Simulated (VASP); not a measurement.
# AlSi16 (a cell with a defect) in VASP: a series of runs

AlSi16 (a cell with a defect) is run at these levels: PBE; tasks: single point.

Program: VASP 6.6.1. These are calculated values, not measurements. Logs are shortened: lines on timing, memory, paths and dates and some standing lists are left out, and cuts for length are marked.

**1. The cell of the first run**

The cell holds a defect, 17 atoms: a = 7.679 Å, b = 7.679 Å, c = 7.679 Å, α = 60.00°, β = 60.00°, γ = 60.00°.

**2. Single point, PBE, collinear spin**

File INCAR:

```
ALGO     = Normal         # electronic algorithm
EDIFF    = 1E-7           # SCF threshold, eV
ENCUT    = 520            # plane-wave cutoff, eV
GGA      = PE             # functional
ISIF     = 2              # what is computed and relaxed
ISMEAR   = -1             # smearing method
ISPIN    = 2              # spin polarisation
LASPH    = T              # aspherical terms in the spheres
LCHARG   = F              # write CHGCAR
LORBIT   = 11             # projections on sites
LREAL    = Auto         
LWAVE    = F              # write WAVECAR
MAGMOM   = 0 0 0 0 0 0 0 0 0 0 0 0 0 0 0 0 1 # initial moments
NBANDS   = 52             # bands
NELM     = 150            # most SCF steps
PREC     = Accurate       # precision mode
SIGMA    = 0.05           # smearing width, eV
```

File KPOINTS:

```
k-points
0
Gamma
  2 2 2
```

File POSCAR:

```
AlSi16
1.0
    0.0000000000      5.4300000000      5.4300000000
    5.4300000000      0.0000000000      5.4300000000
    5.4300000000      5.4300000000      0.0000000000
Si Al
16 1
Direct
    0.0560497238     -0.0026795580      0.0284622468
   -0.0145395948      0.2226979742      0.1793093923
   -0.0877624309      0.1149447514      0.5259576427
    0.1316850829      0.1391620626      0.6525138122
    0.0537016575      0.5669429098     -0.0973296501
    0.1348710866      0.6130662983      0.1213720074
    0.0191344383      0.5181031308      0.4929465930
    0.1518416206      0.7492449355      0.5067403315
    0.3174401473      0.2303683241     -0.0195948435
    0.6483241252      0.0414364641      0.2194290976
    0.4808195212     -0.0575414365      0.5752762431
    0.6090607735     -0.0020810313      0.7544198895
    0.4815193370      0.3899907919      0.0114088398
    0.7107734807      0.5335911602      0.0661510129
    0.5797974217      0.4247329650      0.4701289134
    0.6548895028      0.5600460405      0.6709116022
    0.4527808471      0.8355248619      0.2030202578
```

Potentials or basis: VASP PAW PBE potentials, release 64 (Si, Al).

Command:

```console
$ cat potpaw_PBE.64/Si/POTCAR potpaw_PBE.64/Al/POTCAR > POTCAR
$ mpirun -np 1 vasp_std > vasp.out
```

OUTCAR:

```text
EDIFF = 1E-7
   ENCUT = 520
   GGA = PE
   ISIF = 2
   ISMEAR = -1
   ISPIN = 2
   LASPH = T
   LORBIT = 11
   LREAL = Auto
   NELM = 150
   PREC = Accurate

 ion  position               nearest neighbor table
   1  0.056  0.997  0.028-   2 2.25   4 2.38   6 2.47  10 2.63   9 3.09
   2  0.985  0.223  0.179-   3 2.20   9 2.24   1 2.25  14 2.37   5 2.54  15 2.96
   3  0.912  0.115  0.526-   2 2.20  12 2.40   4 2.44   8 2.50  15 2.52
   4  0.132  0.139  0.653-  11 2.25   1 2.38   7 2.39   3 2.44
   5  0.054  0.567  0.903-   6 2.28   9 2.36  14 2.37   8 2.51   2 2.54
   6  0.135  0.613  0.121-   5 2.28  13 2.32   7 2.34   1 2.47   9 3.05
   7  0.019  0.518  0.493-   6 2.34  16 2.35   4 2.39   8 2.51
   8  0.152  0.749  0.507-  17 2.41   3 2.50   5 2.51   7 2.51  15 2.95
   9  0.317  0.230  0.980-   2 2.24  13 2.30   5 2.36  12 2.54  17 2.58   6 3.05   1 3.09
  10  0.648  0.041  0.219-  11 2.26  13 2.39   1 2.63  17 2.74
  11  0.481  0.942  0.575-   4 2.25  10 2.26  12 2.32  16 2.42
  12  0.609  0.998  0.754-  11 2.32   3 2.40   9 2.54  17 2.82  15 2.86  14 3.10
  13  0.482  0.390  0.011-  16 2.27   9 2.30   6 2.32  10 2.39  14 2.76
  14  0.711  0.534  0.066-   5 2.37   2 2.37  17 2.48  15 2.54  13 2.76  12 3.10
  15  0.580  0.425  0.470-   3 2.52  14 2.54  16 2.62  17 2.75  12 2.86   8 2.95   2 2.96
  16  0.655  0.560  0.671-  13 2.27   7 2.35  11 2.42  15 2.62
  17  0.453  0.836  0.203-   8 2.41  14 2.48   9 2.58  10 2.74  15 2.75  12 2.82

  LATTYP: Found a face centered cubic cell.
 ALAT       =    10.8600000000

  Lattice vectors:

 A1 = (   0.0000000000,   5.4300000000,   5.4300000000)
 A2 = (   5.4300000000,   0.0000000000,   5.4300000000)
 A3 = (   5.4300000000,   5.4300000000,   0.0000000000)

Analysis of symmetry for initial positions (statically):
=====================================================================
 Subroutine PRICEL returns:
 Original cell was already a primitive cell.

 Routine SETGRP: Setting up the symmetry group for a
 face centered cubic supercell.

 Subroutine GETGRP returns: Found  1 space group operations
 (whereof  1 operations were pure point group operations)
 out of a pool of 48 trial point group operations.

The static configuration has the point symmetry C_1 .

Analysis of symmetry for dynamics (positions and initial velocities):
=====================================================================
 Subroutine PRICEL returns:
 Original cell was already a primitive cell.

 Routine SETGRP: Setting up the symmetry group for a
 face centered cubic supercell.

 Subroutine GETGRP returns: Found  1 space group operations
[... 175 lines left out ...]
  ---------------------------------------------------
  free energy    TOTEN  =       -83.13159392 eV

  energy without entropy =      -83.07368920  energy(sigma->0) =      -83.10264156

 E-fermi :   6.5670     XC(G=0):  -9.7740

 val. band max:        6.5566363242   @ k =   0.0000   0.0000   0.0000
 cond. band min:       6.5722669242   @ k =   0.5000   0.5000   0.0000
 fundamental gap:      0.0156306000
 Fermi energy:         6.5670271509

 spin component 1

 k-point     1 :       0.0000    0.0000    0.0000
  band No.  band energies     occupation
      1      -6.1296      1.00000
      2      -4.0265      1.00000
      3      -3.6918      1.00000
      4      -3.0249      1.00000
      5      -2.9486      1.00000
      6      -2.4770      1.00000
[... 373 lines left out ...]
     44       9.8661      0.00000
     45       9.9712      0.00000
 Fermi energy:         6.5670271509

 spin component 2

 k-point     1 :       0.0000    0.0000    0.0000
  band No.  band energies     occupation
      1      -6.1296      1.00000
      2      -4.0265      1.00000
      3      -3.6918      1.00000
      4      -3.0249      1.00000
      5      -2.9486      1.00000
      6      -2.4770      1.00000
[... 373 lines left out ...]
     44       9.8661      0.00000
     45       9.9712      0.00000
 [bands above 45 left out]

------------------------ aborting loop because EDIFF is reached ----------------------------------------

  FORCE on cell =-STRESS in cart. coord.  units (eV):
  Direction    XX          YY          ZZ          XY          YZ          ZX
  --------------------------------------------------------------------------------------
  -------------------------------------------------------------------------------------
  Total        6.7188599      5.8457167      3.4922901      0.2907678      0.2491012     -2.1406706
  in kB       33.6183723     29.2495280     17.4739632      1.4548808      1.2463985    -10.7110227
  external PRESSURE =      26.7806212 kB  Pullay stress =       0.0000000 kB

 VOLUME and BASIS-vectors are now :
 -----------------------------------------------------------------------------
  energy-cutoff  :      520.00
  volume of cell :      320.21
      direct lattice vectors                 reciprocal lattice vectors
     0.000000000  5.430000000  5.430000000    -0.092081031  0.092081031  0.092081031
     5.430000000  0.000000000  5.430000000     0.092081031 -0.092081031  0.092081031
     5.430000000  5.430000000  0.000000000     0.092081031  0.092081031 -0.092081031

 POSITION                                       TOTAL-FORCE (eV/Angst)
 -----------------------------------------------------------------------------------
      5.57000      0.45890      5.71980        -0.932812     -0.462928     -1.826873
      2.18290      6.32470      6.56030         0.245934     -0.612604     -0.314853
      3.48010      7.80940      5.57760         0.613297      1.828737     -0.958441
      4.29880      4.25820      1.47070         0.949737     -0.903477     -0.570795
      7.98000      5.19310      3.37010        -0.345990     -1.331180      0.613309
      3.98800      1.39140      4.06130         1.140259      0.068500      0.919153
[... 9 lines left out ...]
      6.68410      7.19910      6.59710        -0.689946     -1.564124      0.487399
      5.63930      3.56100      6.99550         0.268705      0.244054      1.061575
 -----------------------------------------------------------------------------------
    total drift:                                0.005243      0.002482      0.002849

  FREE ENERGIE OF THE ION-ELECTRON SYSTEM (eV)
  ---------------------------------------------------
  free  energy   TOTEN  =       -83.1315939178 eV

  energy  without entropy=      -83.0736892028  energy(sigma->0) =      -83.10264156

 total charge

# of ion       s       p       d       tot
------------------------------------------
    1        0.770   0.862   0.000   1.632
    2        0.800   0.926   0.000   1.726
    3        0.773   0.906   0.000   1.679
    4        0.755   0.911   0.000   1.667
    5        0.786   0.880   0.000   1.666
    6        0.769   0.908   0.000   1.677
[... 9 lines left out ...]
   16        0.766   0.871   0.000   1.637
   17        0.435   0.345   0.000   0.780
--------------------------------------------------
tot         12.940  14.335   0.000  27.275

 magnetization (x)

# of ion       s       p       d       tot
------------------------------------------
    1       -0.000  -0.000   0.000  -0.000
    2       -0.000  -0.000   0.000  -0.000
    3       -0.000  -0.000   0.000  -0.000
    4       -0.000  -0.000   0.000  -0.000
    5        0.000   0.000   0.000   0.000
    6       -0.000  -0.000   0.000  -0.000
[... 9 lines left out ...]
   16        0.000   0.000   0.000   0.000
   17        0.000   0.000   0.000   0.000
--------------------------------------------------
tot          0.000  -0.000   0.000   0.000
```

stdout:

```text
POSCAR found type information on POSCAR SiAl
 POSCAR found :  2 types and      17 ions
 scaLAPACK will be used
 LDA part: xc-table for (Slater+PW92), standard interpolation
 POSCAR, INCAR and KPOINTS ok, starting setup
 FFT: planning ... GRIDC
 FFT: planning ... GRID_SOFT
 FFT: planning ... GRID
 WAVECAR not read
 entering main loop
```

Wall time 16 min (1 thread of AMD EPYC 9755, shared host); peak memory 0.67 GiB.

Results:

```
Free energy                                           : -83.1316 eV
Pressure                                              : 2.7 GPa
Largest force                                         : 2.154 eV/Å
Net moment                                            : 0.00 μB per cell
Valence electrons inside the program's atomic spheres : Si 1.63, 1.73, 1.68, 1.67, 1.64, 1.61, 1.71, 1.70, 1.56 (each value once); Al 0.78
```

Forces on the atoms (eV/Å):
```
Si  -0.933 -0.463 -1.827
Si   0.246 -0.613 -0.315
Si   0.613  1.829 -0.958
Si   0.950 -0.903 -0.571
Si  -0.346 -1.331  0.613
Si   1.140  0.069  0.919
Si   0.382  0.597  0.435
Si  -0.072  0.255 -1.478
Si  -1.687  0.091  0.824
Si  -1.539 -0.467  0.677
Si  -0.663  1.118 -0.041
Si   0.995 -0.221  0.128
Si   0.598  1.491  0.297
Si  -0.039 -0.387 -0.267
Si   0.775  0.257  0.015
Si  -0.690 -1.564  0.487
Al   0.269  0.244  1.062
```

Stress tensor (GPa, compression positive):
```
 3.36  0.15 -1.07
 0.15  2.92  0.12
-1.07  0.12  1.75
```

Caveat: the k points lie up to 0.50 Å⁻¹ apart; the atoms stand as in a frame of molecular dynamics.

(Continued in part 2 of 2.)
